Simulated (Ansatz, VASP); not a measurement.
## TiC in VASP and in Ansatz

```
Ti C
1.0
     0.00000    2.16391    2.16391
     2.16391    0.00000    2.16391
     2.16391    2.16391    0.00000
Ti C
1 1
Direct
  0.00000 0.00000 0.00000
  0.50000 0.50000 0.50000
```

Alike in both runs: functional r2SCAN; k mesh 16 × 16 × 16; occupations gaussian, width 0.1 eV; no spin polarisation.

Ansatz relaxed the structure, and its values are those at the end. VASP's run is a single point on that final structure, the one shown.

```csv
,VASP,Ansatz
version,VASP 6.6.1,Ansatz 0.2.0
potentials or method,"VASP PAW PBE potentials, release 64 (Ti_sv, C), cutoff 520 eV","scalar-relativistic, plane waves, PAW"
valence electrons in the cell,16,16
```

```tsv
	VASP	Ansatz	Ansatz less VASP
gap on the k mesh at the Fermi level (eV)	none	none	-
pressure (GPa)	0.9	0.0	-0.95
```

VASP's potentials were made for PBE, not for r2SCAN. A gap of «none» marks a metal or a gap that the smearing closes. The functional is the same, so the differences come from potentials, cutoffs and numerics.
